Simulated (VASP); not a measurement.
Runs of VASP 6.6.1 on Ge. The structure is that of space group Fd-3m (No. 227), or close to it. The cells are those of the table. 

```tsv
cell	gap on the mesh (eV)	pressure (GPa)
a = 4.051, b = 4.051, c = 4.000 Å, angles 60.4, 60.4, 59.2°, 2 atoms	none	1.8
a = 3.951, b = 3.951, c = 4.000 Å, angles 59.6, 59.6, 60.8°, 2 atoms	-	5.6
a = 3.900 Å, angles 60.0°, 2 atoms	0.43	(b)
a = 4.100 Å, angles 60.0°, 2 atoms	none	-1.2
a = 4.201 Å, angles 60.0°, 2 atoms	none	(c)
a = 4.151, b = 4.151, c = 4.201 Å, angles 59.6, 59.6, 60.8°, 2 atoms	none	-3.4
a = 3.800 Å, angles 60.0°, 2 atoms	(a)	20.2
a = 4.151, b = 4.151, c = 4.100 Å, angles 60.4, 60.4, 59.2°, 2 atoms	none	-2.4
```

Alike in all rows: task single point; level PBE; potentials or basis VASP PAW PBE potentials, release 64 (Ge_d); no spin polarisation; k mesh 14 × 14 × 14; cutoff (eV) 520; smearing gaussian 0.15 eV.

Q: Estimate the missing entries.

A: (a) 0.32; (b) 10.5; (c) -4.4.

A k mesh can miss the band edges, and the runs leave out spin-orbit coupling on Ge.

A gap of «none» marks levels without a gap at the run's occupations.
